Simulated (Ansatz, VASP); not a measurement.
**SrHg3O4: VASP beside Ansatz**

The input INCAR:

```
SYSTEM = SrHg3O4
PREC = Accurate
ENCUT = 520
EDIFF = 1E-6
ISMEAR = 0
SIGMA = 0.1
LREAL = .False.
LASPH = .True.
NELM = 60
ALGO = Normal
ISIF = 2
LWAVE = .False.
LCHARG = .True.
GGA = PE
LELF = .True.
LVHAR = .True.
NBANDS = 45
```

KPOINTS

```
Automatic mesh
0
Gamma
  8 8 8
  0 0 0
```

Contents of POSCAR:

```
SrHg3O4
1.0
    4.8892543356      0.0000000000      0.0000000000
    0.0000000000      4.8892543356      0.0000000000
    0.0000000000      0.0000000000      4.8892543356
Sr Hg O
1 3 4
Direct
    0.0000000000      0.0000000000      0.0000000000
    0.0000000000      0.5000000000      0.5000000000
    0.5000000000      0.0000000000      0.5000000000
    0.5000000000      0.5000000000      0.0000000000
    0.5000000000      0.0000000000      0.0000000000
    0.5000000000      0.5000000000      0.5000000000
    0.0000000000      0.0000000000      0.5000000000
    0.0000000000      0.5000000000      0.0000000000
```

Input for Ansatz:

```yaml
crystal:
  lattice:
    - [4.8892543356, 0.0, 0.0]
    - [0.0, 4.8892543356, 0.0]
    - [0.0, 0.0, 4.8892543356]
  atoms:
    - { symbol: Sr, position: [0.0, 0.0, 0.0] }
    - { symbol: Hg, position: [0.0, 0.5, 0.5] }
    - { symbol: Hg, position: [0.5, 0.0, 0.5] }
    - { symbol: Hg, position: [0.5, 0.5, 0.0] }
    - { symbol: O, position: [0.5, 0.0, 0.0] }
    - { symbol: O, position: [0.5, 0.5, 0.5] }
    - { symbol: O, position: [0.0, 0.0, 0.5] }
    - { symbol: O, position: [0.0, 0.5, 0.0] }
basis:
  ecutwfc: 420
kpoints:
  mp_grid: { grid: [8, 8, 8] }
hamiltonian:
  xc: pbe
scf:
  occupations: { method: gaussian, width: 0.1 }
output:
  forces: true
  stress: true
  eigenvalues: true
  write_density: true
  write_potential: true
  elf: true
  volumetric_format: npy
```

Alike in both runs: task single point; functional PBE; k mesh 8 × 8 × 8; occupations gaussian, width 0.1 eV; no spin polarisation.

|  | VASP | Ansatz |
| --- | --- | --- |
| version | VASP 6.6.1 | Ansatz 0.2.0 |
| potentials or method | VASP PAW PBE potentials, release 64 (Sr_sv, Hg, O), cutoff 520 eV | scalar-relativistic, plane waves, PAW |
| valence electrons in the cell | 70 | 94 |

```tsv
	VASP	Ansatz	Ansatz less VASP
gap on the k mesh at the Fermi level (eV)	none	none	-
pressure (GPa)	8.2	7.2	-1.04
```

A gap of «none» marks a metal or a gap that the smearing closes. VASP's potentials hold 70 valence electrons a cell and Ansatz's 94, so a difference there can come from the potentials and not from the codes.

Spin-orbit coupling is off throughout.
